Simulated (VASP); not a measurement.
# HfNbSe4 (P6mm) in VASP: a series of runs

HfNbSe4 is run at these levels: PBE; tasks: relaxation of cell and atoms, single point.

All numbers are computed with VASP 6.6.1; they aren't measurements. Logs are shortened: lines on timing, memory, paths and dates and some standing lists are left out, and cuts for length are marked.

### 1 The cell of the first run

The structure is hexagonal, space group P6mm (No. 183). The conventional cell has a = 4.753 Å, b = 4.753 Å, c = 8.022 Å, α = 90.00°, β = 90.00°, γ = 120.00°. Hf (site symmetry 6mm) has 6 Se at 2.83 Å and 1 Nb at 2.96 Å within 3.7 Å. Within 3.6 Å of Nb (site symmetry 6mm) lie 6 Se at 2.74 Å and 1 Hf at 2.96 Å. Within 3.6 Å of Se (site symmetry 3m) lie 3 Se at 2.74 Å and 3 Nb at 2.74 Å. Se (site symmetry 3m) has 3 Se at 2.74 Å and 3 Hf at 2.83 Å within 3.6 Å.

### 2 Relaxation of cell and atoms, PBE

INCAR reads:

```
ALGO = Normal
EDIFF = 1E-7
EDIFFG = -0.01
ENCUT = 600
GGA = PE
IBRION = 2
ISIF = 3
ISMEAR = 0
LASPH = T
LCHARG = F
LREAL = F
LWAVE = F
NELM = 100
NSW = 100
PREC = Accurate
SIGMA = 0.1
```

KPOINTS reads:

```
k-points
0
Gamma
  12 12 6
```

POSCAR reads:

```
HfNbSe4
1.0
    4.7532635012      0.0000000000      0.0000000000
   -2.3766317506      4.1164469429      0.0000000000
    0.0000000000      0.0000000000      8.0219633013
Hf Nb Se
1 1 4
Direct
    0.0000000000      0.0000000000      0.0598859908
    0.0000000000      0.0000000000      0.6912180628
    0.3333333333      0.6666666667      0.6973674716
    0.6666666667      0.3333333333      0.6973674716
    0.3333333333      0.6666666667      0.1468872316
    0.6666666667      0.3333333333      0.1468872316
```

Potentials or basis: VASP PAW PBE potentials, release 64 (Hf_pv, Nb_sv, Se).

Run with:

```bash
$ cat potpaw_PBE.64/Hf_pv/POTCAR potpaw_PBE.64/Nb_sv/POTCAR potpaw_PBE.64/Se/POTCAR > POTCAR
$ mpirun -np 1 vasp_std > vasp.out
```

OUTCAR:

```text
EDIFF = 1E-7
   EDIFFG = -0.01
   ENCUT = 600
   GGA = PE
   IBRION = 2
   ISIF = 3
   ISMEAR = 0
   LASPH = T
   LREAL = F
   NELM = 100
   NSW = 100
   PREC = Accurate

 ion  position               nearest neighbor table
   1  0.000  0.000  0.060-   5 2.83   6 2.83   5 2.83   6 2.83   6 2.83   5 2.83   2 2.96
   2  0.000  0.000  0.691-   3 2.74   4 2.74   3 2.74   4 2.74   4 2.74   3 2.74   1 2.96
   3  0.333  0.667  0.697-   4 2.74   4 2.74   4 2.74   2 2.74   2 2.74   2 2.74
   4  0.667  0.333  0.697-   3 2.74   3 2.74   3 2.74   2 2.74   2 2.74   2 2.74
   5  0.333  0.667  0.147-   6 2.74   6 2.74   6 2.74   1 2.83   1 2.83   1 2.83
   6  0.667  0.333  0.147-   5 2.74   5 2.74   5 2.74   1 2.83   1 2.83   1 2.83

  LATTYP: Found a hexagonal cell.
 ALAT       =     4.7532635012
 C/A-ratio  =     1.6876748573

  Lattice vectors:

 A1 = (   4.7532635012,   0.0000000000,   0.0000000000)
 A2 = (  -2.3766317506,   4.1164469429,   0.0000000000)
 A3 = (   0.0000000000,   0.0000000000,   8.0219633013)

Analysis of symmetry for initial positions (statically):
=====================================================================
 Subroutine PRICEL returns:
 Original cell was already a primitive cell.

 Routine SETGRP: Setting up the symmetry group for a
 hexagonal supercell.

 Subroutine GETGRP returns: Found 12 space group operations
 (whereof 12 operations were pure point group operations)
 out of a pool of 24 trial point group operations.

The static configuration has the point symmetry C_6v.

Analysis of symmetry for dynamics (positions and initial velocities):
=====================================================================
 Subroutine PRICEL returns:
 Original cell was already a primitive cell.

 Routine SETGRP: Setting up the symmetry group for a
 hexagonal supercell.

 Subroutine GETGRP returns: Found 12 space group operations
 (whereof 12 operations were pure point group operations)
 out of a pool of 24 trial point group operations.

The dynamic configuration has the point symmetry C_6v.

 Subroutine INISYM returns: Found 12 space group operations
 (whereof 12 operations are pure point group operations),
 and found     1 'primitive' translations

----------------------------------------------------------------------------------------

                                     Primitive cell

  volume of cell :     156.9622

  direct lattice vectors                    reciprocal lattice vectors
[... 105 lines left out ...]
   PSTRESS=    0.0 pullay stress
   NELECT =      47.0000    total number of electrons
   NUPDOWN=      -1.0000    fix difference up-down
   EMIN   =  10.00;   EMAX   =-10.00  energy-range for DOS
   EFERMI =   0.00;   METHOD = LEGACY
   ISMEAR =     0;   SIGMA  =   0.10  broadening in eV -4-tet -1-fermi 0-gaus
   EFERMI_NEDOS =   21; number of points for ismear=-14 and -15
   IALGO  =     38    algorithm
   IMIX   =      4    mixing-type and parameters
     AMIX     =   0.40;   BMIX     =  1.00
     AMIX_MAG =   1.60;   BMIX_MAG =  1.00
  volume/ion in A,a.u.               =      26.16       176.54
  Fermi-wavevector in a.u.,A,eV,Ry     =   1.095239  2.069703 16.320862  1.199550
  Thomas-Fermi vector in A             =   2.231559
   LORBIT       =      0    0 simple, 1 ext, 2 COOP (PROOUT), +10 PAW based schemes
   GGA     = PE    functional components
   LHFCALC =     F    Hartree Fock is set to
   AEXX    =    0.0000 exact exchange contribution
   IVDW    =     0    specifies the selected vdW correction
   LEPSILON=     F    determine dielectric tensor
   LRPA    =     F    only Hartree local field effects (RPA)
 conjugate gradient relaxation of ions
 non-spin polarized calculation
 Gauss-broadening in eV      SIGMA  =   0.10
  energy-cutoff  :      600.00
  volume of cell :      156.96
 maximum number of plane-waves:      5276
 NGX is ok and might be reduce to    40
   NGX = 19   NGY = 19   NGZ = 33

--------------------------------------- Ionic step        1  -------------------------------------------

 number of electron      46.9999998 magnetization

 Free energy of the ion-electron system (eV)
  ---------------------------------------------------
  ext. energy  EPLUGINS =         0.00000000
  ---------------------------------------------------
  free energy    TOTEN  =       -34.84626722 eV

  energy without entropy =      -34.82178367  energy(sigma->0) =      -34.83402545

------------------------ aborting loop because EDIFF is reached ----------------------------------------

  FORCE on cell =-STRESS in cart. coord.  units (eV):
  Direction    XX          YY          ZZ          XY          YZ          ZX
  --------------------------------------------------------------------------------------
  -------------------------------------------------------------------------------------
  Total       -0.1526471     -0.1526471     -0.1046101      0.0000000      0.0000000     -0.0000000
  in kB       -1.5581315     -1.5581315     -1.0677982      0.0000000      0.0000000     -0.0000000
  external PRESSURE =      -1.3946871 kB  Pullay stress =       0.0000000 kB
[... 67 lines left out ...]
--------------------------------------- Ionic step        3  -------------------------------------------

 number of electron      46.9999998 magnetization

 Free energy of the ion-electron system (eV)
  ---------------------------------------------------
  ext. energy  EPLUGINS =         0.00000000
  ---------------------------------------------------
  free energy    TOTEN  =       -34.84640664 eV

  energy without entropy =      -34.82190091  energy(sigma->0) =      -34.83415378

 E-fermi :   3.9532     XC(G=0):  -9.3184

 val. band max:        3.9503966024   @ k =   0.0833   0.0833   0.5000
 cond. band min:       3.9717535406   @ k =   0.3333   0.0833   0.5000
 fundamental gap:      0.0213569383
 Fermi energy:         3.9531738256

 k-point     1 :       0.0000    0.0000    0.0000
  band No.  band energies     occupation
      1     -51.2104      2.00000
      2     -27.4537      2.00000
      3     -27.3323      2.00000
      4     -27.3323      2.00000
      5     -27.2906      2.00000
      6     -27.2906      2.00000
[... 733 lines left out ...]
     27       6.2106      0.00000
     28       6.3679      0.00000

 [... further k-points ...]

------------------------ aborting loop because EDIFF is reached ----------------------------------------

  FORCE on cell =-STRESS in cart. coord.  units (eV):
  Direction    XX          YY          ZZ          XY          YZ          ZX
  --------------------------------------------------------------------------------------
  -------------------------------------------------------------------------------------
  Total        0.0371053      0.0371053     -0.0590399      0.0000000      0.0000000      0.0000000
  in kB        0.3794255      0.3794255     -0.6037208      0.0000000      0.0000000      0.0000000
  external PRESSURE =       0.0517101 kB  Pullay stress =       0.0000000 kB
[... 21 lines left out ...]
  FREE ENERGIE OF THE ION-ELECTRON SYSTEM (eV)
  ---------------------------------------------------
  free  energy   TOTEN  =       -34.8464066370 eV

  energy  without entropy=      -34.8219009140  energy(sigma->0) =      -34.83415378

 reached required accuracy - stopping structural energy minimisation
```

OSZICAR:

```text
N       E                     dE             d eps       ncg     rms          rms(c)
DAV:   1     0.371385437245E+03    0.37139E+03   -0.23686E+04  4280   0.166E+03
DAV:   2    -0.560124976148E+00   -0.37195E+03   -0.36227E+03  5660   0.438E+02
DAV:   3    -0.347956787757E+02   -0.34236E+02   -0.33033E+02  6748   0.102E+02
[... 33 lines left out ...]
DAV:   5    -0.348464071965E+02   -0.98359E-07   -0.44216E-05  7804   0.312E-02    0.173E-02
DAV:   6    -0.348464078309E+02   -0.63438E-06   -0.39643E-06  7032   0.111E-02    0.120E-02
DAV:   7    -0.348464067858E+02    0.10451E-05   -0.48677E-06  7584   0.119E-02    0.140E-03
DAV:   8    -0.348464066487E+02    0.13705E-06   -0.57752E-07  6260   0.522E-03    0.114E-03
DAV:   9    -0.348464066370E+02    0.11692E-07   -0.49177E-08  2924   0.161E-03
   3 F= -.34846407E+02 E0= -.34834154E+02  d E =-.139414E-03
```

Run time: 20 min. Hardware: 1 thread of Intel Xeon Platinum 8259CL at 2.50GHz (Skylake/Cascade Lake), shared host; peak memory 0.63 GiB.

What came out:

| Item | Value |
| --- | --- |
| Free energy | -34.8464 eV |
| Relaxed volume | 26.11 Å³/atom |
| Relaxed cell | a = 4.750 Å, b = 4.750 Å, c = 8.018 Å, α = 90.00°, β = 90.00°, γ = 120.00° |
| Space group after relaxing (to 0.05 Å) | P6mm (No. 183) |
| Energy gained by relaxing | 0.0 meV/atom |
| Ionic steps | 3 |
| Pressure after relaxing | 0.0 GPa |
| Largest force after relaxing | 0.010 eV/Å |

Forces on the atoms (eV/Å):
```
Hf   0.000  0.000  0.000
Nb   0.000  0.000  0.010
Se   0.000  0.000  0.003
Se   0.000  0.000  0.003
Se   0.000  0.000 -0.008
Se   0.000  0.000 -0.008
```

The path:
```tsv
step	energy change (eV)	largest force (eV/Å)	pressure (GPa)	volume (Å³)
1	0.0000	0.0221	-0.14	156.96
2	0.0000	0.0030	0.12	156.45
3	-0.0001	0.0100	0.01	156.68
```

Final structure:
```cif
data_structure
_symmetry_space_group_name_H-M 'P 1'
_symmetry_Int_Tables_number 1
_cell_length_a 4.7501
_cell_length_b 4.7501
_cell_length_c 8.0183
_cell_angle_alpha 90.000
_cell_angle_beta 90.000
_cell_angle_gamma 120.000
_cell_volume 156.68
loop_
_atom_site_label
_atom_site_type_symbol
_atom_site_fract_x
_atom_site_fract_y
_atom_site_fract_z
_atom_site_occupancy
Hf1 Hf 0.00000 0.00000 0.05989 1
Nb1 Nb 0.00000 0.00000 0.69129 1
Se1 Se 0.33333 0.66667 0.69738 1
Se2 Se 0.66667 0.33333 0.69738 1
Se3 Se 0.33333 0.66667 0.14684 1
Se4 Se 0.66667 0.33333 0.14684 1
```

Caveat: spin-orbit coupling is left out, which moves the levels of the heavy elements.

### 3 Single point, PBE

INCAR reads:

```
SYSTEM = HfNbSe4
  PREC = Accurate
  ENCUT = 520
  EDIFF = 1E-7
  ISMEAR = 0
  SIGMA = 0.1
  LREAL = .False.
  LASPH = .True.
  NELM = 100
  ALGO = Normal
  ISIF = 2
  LWAVE = .False.
  LCHARG = .False.
  GGA = PE
  NBANDS = 32
```

KPOINTS reads:

```
Automatic mesh
0
Gamma
  12 12 4
  0 0 0
```

POSCAR is that of step 2.

Potentials or basis: VASP PAW PBE potentials, release 64 (Hf_pv, Nb_sv, Se).

Run with:

```bash
$ cat potpaw_PBE.64/Hf_pv/POTCAR potpaw_PBE.64/Nb_sv/POTCAR potpaw_PBE.64/Se/POTCAR > POTCAR
$ mpirun -np 1 vasp_std > vasp.out
```

OUTCAR:

```text
SYSTEM = HfNbSe4
   PREC = Accurate
   ENCUT = 520
   EDIFF = 1E-7
   ISMEAR = 0
   LREAL = .False.
   LASPH = .True.
   NELM = 100
   ISIF = 2
   GGA = PE

 ion  position               nearest neighbor table
   1  0.000  0.000  0.060-   5 2.83   6 2.83   5 2.83   6 2.83   6 2.83   5 2.83   2 2.96
   2  0.000  0.000  0.691-   3 2.74   4 2.74   3 2.74   4 2.74   4 2.74   3 2.74   1 2.96
   3  0.333  0.667  0.697-   4 2.74   4 2.74   4 2.74   2 2.74   2 2.74   2 2.74
   4  0.667  0.333  0.697-   3 2.74   3 2.74   3 2.74   2 2.74   2 2.74   2 2.74
   5  0.333  0.667  0.147-   6 2.74   6 2.74   6 2.74   1 2.83   1 2.83   1 2.83
   6  0.667  0.333  0.147-   5 2.74   5 2.74   5 2.74   1 2.83   1 2.83   1 2.83
[... 1049 lines left out ...]
  Total       -0.1565277     -0.1565277     -0.1089863     -0.0000000      0.0000000      0.0000000
  in kB       -1.5977420     -1.5977420     -1.1124677     -0.0000000      0.0000000      0.0000000
  external PRESSURE =      -1.4359839 kB  Pullay stress =       0.0000000 kB

 VOLUME and BASIS-vectors are now :
 -----------------------------------------------------------------------------
  energy-cutoff  :      520.00
  volume of cell :      156.96
      direct lattice vectors                 reciprocal lattice vectors
     4.753263501  0.000000000  0.000000000     0.210381772  0.121463973  0.000000000
    -2.376631751  4.116446943  0.000000000     0.000000000  0.242927946  0.000000000
     0.000000000  0.000000000  8.021963301     0.000000000  0.000000000  0.124657763

 POSITION                                       TOTAL-FORCE (eV/Angst)
 -----------------------------------------------------------------------------------
      0.00000      0.00000      0.48040        -0.000000     -0.000000      0.000670
      0.00000      0.00000      5.54493         0.000000      0.000000      0.020788
     -0.00000      2.74430      5.59426        -0.000000     -0.000000      0.002155
      2.37663      1.37215      5.59426         0.000000     -0.000000      0.002155
     -0.00000      2.74430      1.17832         0.000000     -0.000000     -0.012884
      2.37663      1.37215      1.17832        -0.000000     -0.000000     -0.012884
 -----------------------------------------------------------------------------------
    total drift:                                0.000000      0.000000      0.000014

  FREE ENERGIE OF THE ION-ELECTRON SYSTEM (eV)
  ---------------------------------------------------
  free  energy   TOTEN  =       -34.8463519809 eV

  energy  without entropy=      -34.8223015438  energy(sigma->0) =      -34.83432676
```

Wall time 3 min (1 thread of AMD EPYC 9R45 (Zen 5), shared host); peak memory 0.42 GiB.

What came out:

- Free energy: -34.8464 eV
- Pressure: -0.1 GPa
- Largest force: 0.021 eV/Å

Forces in eV/Å, atoms in the order of the input:
```
Hf   0.000  0.000  0.001
Nb   0.000  0.000  0.021
Se   0.000  0.000  0.002
Se   0.000  0.000  0.002
Se   0.000  0.000 -0.013
Se   0.000  0.000 -0.013
```

Caveat: spin-orbit coupling is left out, which moves the levels of the heavy elements.

### 4 Relaxation of cell and atoms, PBE

This run uses another cell than the first one, of 29.18 Å³/atom, 1.115 times its volume.

INCAR reads:

```
SYSTEM = HfNbSe4
PREC = Accurate
ENCUT = 600
EDIFF = 1E-6
ISMEAR = 0
SIGMA = 0.1
LREAL = .FALSE.
LASPH = .TRUE.
NELM = 100
ALGO = Normal
ISIF = 3
LWAVE = .FALSE.
LCHARG = .FALSE.
GGA = PE
IBRION = 2
NSW = 100
EDIFFG = -0.01
```

KPOINTS reads:

```
regular mesh
0
G
  12 12 4
  0 0 0
```

POSCAR reads:

```
HfNbSe4
1.0
    4.7550520270      0.0000000000      0.0000000000
   -2.3775260135      4.1179958517      0.0000000000
    0.0000000000      0.0000000000      8.9417203065
Hf Nb Se
1 1 4
Direct
    0.0000000000      0.0000000000      0.0434922655
    0.0000000000      0.0000000000      0.7129877335
    0.3333333333      0.6666666667      0.7208207457
    0.6666666667      0.3333333333      0.7208207457
    0.3333333333      0.6666666667      0.1207459848
    0.6666666667      0.3333333333      0.1207459848
```

Run with:

```bash
$ cat potpaw_PBE.64/Hf_pv/POTCAR potpaw_PBE.64/Nb_sv/POTCAR potpaw_PBE.64/Se/POTCAR > POTCAR
$ mpirun -np 1 vasp_std > vasp.out
```

It took 23 min on 1 thread of AMD EPYC 9R45 (Zen 5), shared host; peak memory 0.58 GiB.

It converged, with:

| Quantity | Value |
| --- | --- |
| Free energy | -34.8431 eV |
| Relaxed volume | 29.20 Å³/atom |
| Relaxed cell | a = 4.749 Å, b = 4.749 Å, c = 8.969 Å, α = 90.00°, β = 90.00°, γ = 120.00° |
| Space group after relaxing (to 0.05 Å) | P6mm (No. 183) |
| Energy gained by relaxing | 0.2 meV/atom |
| Ionic steps | 11 |
| Pressure after relaxing | 0.0 GPa |
| Largest force after relaxing | 0.007 eV/Å |

Forces on the atoms (eV/Å):
```
Hf   0.000  0.000  0.004
Nb   0.000  0.000  0.005
Se   0.000  0.000 -0.007
Se   0.000  0.000 -0.007
Se   0.000  0.000  0.002
Se   0.000  0.000  0.002
```

Stress tensor (GPa, compression positive):
```
 0.05  0.00  0.00
 0.00  0.05  0.00
 0.00  0.00 -0.03
```

Step by step:
```csv
step,energy change (eV),largest force (eV/Å),pressure (GPa),volume (Å³)
1,0.0000,0.0567,-0.13,175.09
2,-0.0003,0.0304,0.18,174.50
3,-0.0004,0.0356,0.09,174.70
4,-0.0007,0.0242,0.07,174.82
5,-0.0009,0.0378,0.05,175.02
6,-0.0010,0.0215,-0.04,175.34
7,-0.0010,0.0191,-0.03,175.36
8,-0.0011,0.0142,0.01,175.29
9,-0.0011,0.0101,-0.01,175.31
10,-0.0011,0.0092,-0.01,175.32
11,-0.0011,0.0065,0.02,175.22
```

Final structure:
```
Hf Nb Se
1.0
     4.74946    0.00000    0.00000
    -2.37473    4.11315    0.00000
     0.00000    0.00000    8.96923
Hf Nb Se
1 1 4
Direct
  0.00000 0.00000 0.04347
  0.00000 0.00000 0.71400
  0.33333 0.66667 0.71966
  0.66667 0.33333 0.71966
  0.33333 0.66667 0.12141
  0.66667 0.33333 0.12141
```

Levels at points of the mesh, in eV from the Fermi level:
```tsv
k point	band 19	band 20	band 21	band 22	band 23	band 24	band 25	band 26	band 27	band 28
(0.00, 0.00, 0.00)	-1.39	-0.96	-0.93	-0.93	-0.61	0.16	0.16	0.63	2.67	3.08
(0.50, 0.00, 0.00)	-1.90	-1.13	-0.85	-0.62	-0.31	0.06	0.21	1.16	1.76	2.18
(0.00, 0.00, 0.50)	-1.39	-0.93	-0.93	-0.84	-0.57	0.16	0.16	0.56	2.34	3.08
(0.50, 0.00, 0.50)	-1.90	-1.24	-0.85	-0.62	-0.30	0.06	0.21	1.16	1.79	2.01
```

Caveat: spin-orbit coupling is left out, which moves the levels of the heavy elements.

### 5 The runs side by side

| task | cell | k mesh | cutoff (eV) | gap on the mesh (eV) | pressure (GPa) | relaxed volume (Å³/atom) | largest force (eV/Å) |
| --- | --- | --- | --- | --- | --- | --- | --- |
| relaxation of cell and atoms | relaxed from a = 4.753, b = 4.753, c = 8.022 Å, angles 90.0, 90.0, 120.0°, 6 atoms | 12 × 12 × 6 | 600 | none | 0.0 | 26.11 | 0.01 |
| single point | a = 4.753, b = 4.753, c = 8.022 Å, angles 90.0, 90.0, 120.0°, 6 atoms | 12 × 12 × 4 | 520 | none | -0.1 | - | 0.02 |
| relaxation of cell and atoms | relaxed from a = 4.755, b = 4.755, c = 8.942 Å, angles 90.0, 90.0, 120.0°, 6 atoms | 12 × 12 × 4 | 600 | none | 0.0 | 29.20 | 0.01 |

Alike in all rows: level PBE; potentials or basis VASP PAW PBE potentials, release 64 (Hf_pv, Nb_sv, Se); no spin polarisation; smearing gaussian 0.1 eV.

Caveats: spin-orbit coupling is left out, which moves the levels of the heavy elements.

Total energies depend on the potentials used, so only differences within one code and one set of settings carry meaning.
